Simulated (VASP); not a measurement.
Here is a VASP 6.6.1 calculation.

The input INCAR:

```
SYSTEM = ZnS
ALGO = Normal
EDIFF = 1E-6
ENCUT = 520
GGA = PE
ISIF = 2
ISMEAR = -1
LASPH = .TRUE.
LCHARG = .FALSE.
LREAL = .FALSE.
LWAVE = .FALSE.
NBANDS = 16
NELM = 80
PREC = Accurate
SIGMA = 0.02
```

File KPOINTS:

```
k-points
0
G
  14 14 14
  0 0 0
```

The input POSCAR:

```
ZnS
1.0
    0.0000000000      2.6519844928      2.6519844928
    2.6519844928      0.0000000000      2.6519844928
    2.6519844928      2.6519844928      0.0000000000
Zn S
1 1
Direct
    0.0000000000      0.0000000000      0.0000000000
    0.2500000000      0.2500000000      0.2500000000
```

Potentials or basis: VASP PAW PBE potentials, release 64 (Zn, S).

Launch:

```bash
$ cat potpaw_PBE.64/Zn/POTCAR potpaw_PBE.64/S/POTCAR > POTCAR
$ mpirun -np 1 vasp_std > vasp.out
```

(1) Estimate the pressure.

(2) What does it give for the band gap on the k mesh?

Results:

(1) 6.6 GPa.

(2) 2.36 eV, direct.
